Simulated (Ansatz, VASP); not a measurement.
**Sn3Se in VASP and in Ansatz**

```
CELL_PARAMETERS angstrom
4.67305 -0.24595 -0.24595
-0.24595 4.67305 -0.24595
-0.24595 -0.24595 4.67305
ATOMIC_POSITIONS crystal
Sn 0.00000 0.50000 0.50000
Sn 0.50000 0.00000 0.50000
Sn 0.50000 0.50000 0.00000
Se 0.00000 0.00000 0.00000
```

Alike in both runs: task single point; functional PBEsol; k mesh 12 × 12 × 12; occupations gaussian, width 0.15 eV; no spin polarisation.

|  | VASP | Ansatz |
| --- | --- | --- |
| version | VASP 6.6.1 | Ansatz 0.2.0 |
| potentials or method | VASP PAW PBE potentials, release 64 (Sn_d, Se), cutoff 520 eV | scalar-relativistic, plane waves, PAW |
| valence electrons in the cell | 48 | 58 |

Ansatz gave:

```
gap on the k mesh at the Fermi level (eV)                     : none
pressure (GPa)                                                : 0.9
traceless stress, the component that is largest in VASP (GPa) : 1.03
```

What did VASP give for the same quantities?

gap on the k mesh at the Fermi level (eV): none; pressure (GPa): 0.8; traceless stress, the component that is largest in VASP (GPa): 1.03.

VASP's potentials were made for PBE, not for PBEsol. A gap of «none» marks a metal or a gap that the smearing closes. With one functional, cell and mesh, what is left measures potentials, basis and numerics. VASP's potentials hold 48 valence electrons a cell and Ansatz's 58, so a difference there can come from the potentials and not from the codes.
